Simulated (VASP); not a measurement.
**Sc: single point with PBEsol**

Crystal: Sc.

```
Sc
1.0
     3.37390    0.00000    0.00000
    -1.68695    2.92188    0.00000
     0.00000    0.00000    5.37672
Sc
2
Cartesian
  1.6869 0.9740 4.0325
  0.0000 1.9479 1.3442
```

This cell differs from its parent crystal: volume scaled by 1.06.

```json
{"Program": "VASP 6.6.1", "Task": "single point", "Functional": "PBEsol", "Potentials or basis": "VASP PAW PBE potentials, release 64 (Sc_sv)", "Cutoff": "520 eV", "k mesh": "9 × 9 × 5", "Occupations": "fermi-dirac, width 0.05 eV", "Spin": "no spin polarisation"}
```

```json
{"Pressure": "-5.3 GPa", "Band gap on the k mesh": "zero (band 11 reaches 3.80 eV, above the bottom of band 12 at 2.79 eV)"}
```

Stress tensor (GPa, compression positive):
```
-4.88  0.00  0.00
 0.00 -4.88  0.00
 0.00  0.00 -6.22
```

Levels at points of the mesh, in eV from the Fermi level:
```tsv
k point	band 9	band 10	band 11	band 12	band 13	band 14
(0.00, 0.00, 0.00)	-5.00	-1.60	0.33	1.51	1.51	1.61
```

Run time: 73 s on 1 thread of AMD EPYC 7R13, with other jobs on the host, peak memory 0.16 GiB.

Caveat: the PAW data sets were made with another functional, which shifts forces and pressure a little.
